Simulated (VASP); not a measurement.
Input of a VASP 6.6.1 run:

The input INCAR:

```
PREC = Accurate
ENCUT = 600
EDIFF = 1E-6
ISMEAR = 0
SIGMA = 0.1
LREAL = F
LASPH = T
NELM = 100
ALGO = Normal
ISIF = 3
LWAVE = F
LCHARG = F
GGA = PS
IBRION = 2
NSW = 90
EDIFFG = -0.04
```

KPOINTS

```
Automatic mesh
0
Gamma
  6 6 2
```

File POSCAR:

```
Hf
1.0
    3.4397864804      0.0000000000      0.0000000000
   -1.7198932402      2.9789424756      0.0000000000
    0.0000000000      0.0000000000      9.3685241541
Hf
4
Direct
    0.0000000000      0.0000000000      0.2500000000
    0.0000000000      0.0000000000      0.7500000000
    0.3333333333      0.6666666667      0.7500000000
    0.6666666667      0.3333333333      0.2500000000
```

Potentials or basis: VASP PAW PBE potentials, release 64 (Hf_pv).

The run is started by

```bash
$ cat potpaw_PBE.64/Hf_pv/POTCAR > POTCAR
$ mpirun -np 1 vasp_std > vasp.out
```

Question: What does it give for the relaxed volume?

Answer: 25.08 Å³/atom.

Question: Estimate the band gap on the k mesh.

Answer: Zero (bands 20 and 21 overlap by 0.91 eV).

Question: Predict the space group after relaxing (to 0.1 Å).

Answer: P6_3/mmc (No. 194).

Final structure:
```yaml
crystal:
  lattice:
    - [4.90732, 0.00000, 0.00000]
    - [-2.45366, 4.24986, 0.00000]
    - [0.00000, 0.00000, 4.81120]
  atoms:
    - { symbol: Hf, position: [0.00000, 0.00000, 0.25000] }
    - { symbol: Hf, position: [0.00000, 0.00000, 0.75000] }
    - { symbol: Hf, position: [0.33333, 0.66667, 0.75000] }
    - { symbol: Hf, position: [0.66667, 0.33333, 0.25000] }
```

Caveat: a cell axis changed by over 15 % at a fixed basis, so the end point is rough; the PAW data sets were made with another functional, which shifts forces and pressure a little; spin-orbit coupling is left out, which moves the levels of the heavy elements.
